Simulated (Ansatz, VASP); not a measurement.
# Two plane-wave programs on ZrF

```
Zr F
1.0
     3.11525    0.00000    0.00000
     0.00000    3.11525    0.00000
     0.00000    0.00000    3.11525
Zr F
1 1
Direct
  0.00000 0.00000 0.00000
  0.50000 0.50000 0.50000
```

Change from the starting cell: species swapped into the YbZn type (Pm-3m, No. 221).

Alike in both runs: task relaxation of cell and atoms; functional PBE; k mesh 18 × 18 × 18; occupations gaussian, width 0.1 eV; no spin polarisation.

|  | VASP | Ansatz |
| --- | --- | --- |
| version | VASP 6.6.1 | Ansatz 0.2.0 |
| potentials or method | VASP PAW PBE potentials, release 64 (Zr_sv, F), cutoff 600 eV | scalar-relativistic, plane waves, PAW |
| valence electrons in the cell | 19 | 19 |

Ansatz gave:

```
gap on the k mesh at the Fermi level, each at its own relaxed structure (eV) : none
relaxed volume (Å³/atom)                                                     : 15.25
relaxed length of the cell vector where the two differ most in proportion (Å)              : 3.124
```

Q: Estimate VASP's values.

A: gap on the k mesh at the Fermi level, each at its own relaxed structure (eV): none; relaxed volume (Å³/atom): 15.23; relaxed length of the cell vector where the two differ most in proportion (Å): 3.123.

A gap of «none» marks a metal or a gap that the smearing closes.
